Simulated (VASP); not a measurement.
Wanted: the native input for a VASP 6.6.1 run.

- Task: relaxation of cell and atoms
- Functional: RPBE
- Dispersion: D4
- Potentials or basis: VASP PAW PBE potentials, release 64 (Cl)
- Cutoff: 600 eV
- k mesh: 7 × 7 × 4
- Occupations: fermi-dirac, width 0.05 eV
- Spin: no spin polarisation
- Dipole correction: no
- Further INCAR settings: ALGO = Normal; EDIFF = 1e-06; IBRION = 2; EDIFFG = -0.01; NSW = 60; ISIF = 3

The structure of Cl lies in POSCAR:

```
Cl
1.0
    3.1450000000     -2.2500000000      0.0000000000
    3.1450000000      2.2500000000      0.0000000000
    0.0000000000      0.0000000000      8.2100000000
Cl
4
Direct
    0.3700000000      0.6300000000      0.4000000000
    0.1300000000      0.8700000000      0.9000000000
    0.6300000000      0.3700000000      0.6000000000
    0.8700000000      0.1300000000      0.1000000000
```

One way to write it, as run:

INCAR

```
SYSTEM = Cl
PREC = Accurate
ENCUT = 600
EDIFF = 1E-6
ISMEAR = -1
SIGMA = 0.05
LREAL = .False.
LASPH = .True.
NELM = 60
ALGO = Normal
ISIF = 3
LWAVE = .False.
LCHARG = .False.
GGA = RP
IVDW = 13
IBRION = 2
NSW = 60
EDIFFG = -0.01
```

KPOINTS

```
regular mesh
0
Gamma
  7 7 4
  0 0 0
```

Potentials or basis: VASP PAW PBE potentials, release 64 (Cl).

Run with:

```bash
$ cat potpaw_PBE.64/Cl/POTCAR > POTCAR
$ mpirun -np 1 vasp_std > vasp.out
```

It gave:

| Property | Result |
| --- | --- |
| Relaxed volume | 27.95 Å³/atom |
| Relaxed cell | a = 3.884 Å, b = 3.884 Å, c = 8.125 Å, α = 90.00°, β = 90.00°, γ = 65.84° |
| Space group after relaxing (to 0.1 Å) | Cmce (No. 64) |
| Energy gained by relaxing | 5.4 meV/atom |
| Ionic steps | 21 |
| Pressure after relaxing | 0.0 GPa |
| Largest force after relaxing | 0.005 eV/Å |
| Band gap on the k mesh | 2.53 eV |
| Dispersion energy per atom | -0.319 eV |

Caveat: the PAW data sets were made with another functional, which shifts forces and pressure a little.

It took 7.6 min on 1 thread of Intel(R) Xeon(R) 6975P-C (Granite Rapids) (shared host), peak memory 0.3 GiB.
